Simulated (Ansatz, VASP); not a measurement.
## CuO in VASP and in Ansatz

```xyz
8
Lattice="4.1744 0.0000 0.3306 0.0000 4.1521 0.0000 -0.4125 0.0000 5.2016" Properties=species:S:1:pos:R:3 pbc="T T T"
Cu    1.0436    1.0380    0.0826
Cu    0.8374   -1.0380    2.6834
Cu    3.1308    3.1141    0.2479
Cu    2.9246    1.0380    2.8487
O     1.9841   -0.0001    1.4657
O     1.7778    0.0001    4.0665
O     4.0713    2.0759    1.6310
O     3.8651    2.0762    4.2318
```

Alike in both runs: task single point; functional PBE; k mesh 6 × 6 × 4; occupations gaussian, width 0.05 eV; collinear spin; Hubbard terms Cu d U = 4.0 eV.

```csv
,VASP,Ansatz
version,VASP 6.6.1,Ansatz 0.2.0
potentials or method,"VASP PAW PBE potentials, release 64 (Cu, O), cutoff 520 eV","scalar-relativistic, plane waves, PAW"
valence electrons in the cell,68,100
```

Ansatz gave:

* gap on the k mesh at the Fermi level (eV): none
* pressure (GPa): 0.0
* net moment per atom (μB): 0.46
* size of the moment on the site where the two differ most (μB): 0.58

What did VASP give for the same quantities?

gap on the k mesh at the Fermi level (eV): none; pressure (GPa): -2.7; net moment per atom (μB): 0.49; size of the moment on the site where the two differ most (μB): 0.63.

Site moments also hang on the region over which each program counts them. The programs project onto different local orbitals, so the same U acts differently, and such runs can settle in different states. A gap of «none» marks a metal or a gap that the smearing closes. VASP's potentials hold 68 valence electrons a cell and Ansatz's 100, so a difference there can come from the potentials and not from the codes. Ansatz's warnings: filled band counts differ across k points, stability check not made.
